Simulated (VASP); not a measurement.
Cu2H3: single point with PBE

Crystal: Cu2H3.

```
Cu H
1.0
     2.21130    1.27670    2.23159
    -2.21130    1.27670    2.23159
     0.00000   -2.55339    2.23159
Cu H
2 3
Direct
  0.19317 0.19317 0.19317
  0.80683 0.80683 0.80683
  0.00000 0.31846 0.68154
  0.68154 0.00000 0.31846
  0.31846 0.68154 0.00000
```

The cell was generated, and may not be a known phase.

- Program: VASP 6.6.1
- Task: single point
- Functional: PBE
- Potentials or basis: VASP PAW PBE potentials, release 64 (Cu, H)
- Cutoff: 520 eV
- k mesh: 6 × 6 × 6
- Occupations: gaussian, width 0.1 eV
- Spin: no spin polarisation

The pressure is 0.2 GPa and the largest force is 0.012 eV/Å. The band gap on the k mesh is zero (an odd number of electrons rules out a gap without spin polarisation).

Forces on the atoms (eV/Å):
```
Cu   0.000  0.000 -0.009
Cu   0.000  0.000  0.009
H    0.006 -0.010  0.000
H    0.006  0.010  0.000
H   -0.012  0.000  0.000
```

Stress tensor (GPa, compression positive):
```
0.26 0.00 0.00
0.00 0.26 0.00
0.00 0.00 0.17
```

Levels at points of the mesh, in eV from the Fermi level:
```csv
k point,band 10,band 11,band 12,band 13,band 14,band 15
"(0.00, 0.00, 0.00)",-2.77,-2.48,0.94,0.94,5.34,6.73
"(0.50, 0.00, 0.00)",-2.76,-2.43,-2.33,1.65,5.78,7.15
"(0.50, 0.50, 0.00)",-2.54,-2.52,-2.47,-1.38,1.53,5.79
"(0.50, 0.50, 0.50)",-2.75,-2.75,-0.49,-0.49,0.93,3.76
```

Wall time 19 s on 1 thread of Intel(R) Xeon(R) Platinum 8488C (Sapphire Rapids), with other jobs on the host, peak memory 0.16 GiB.
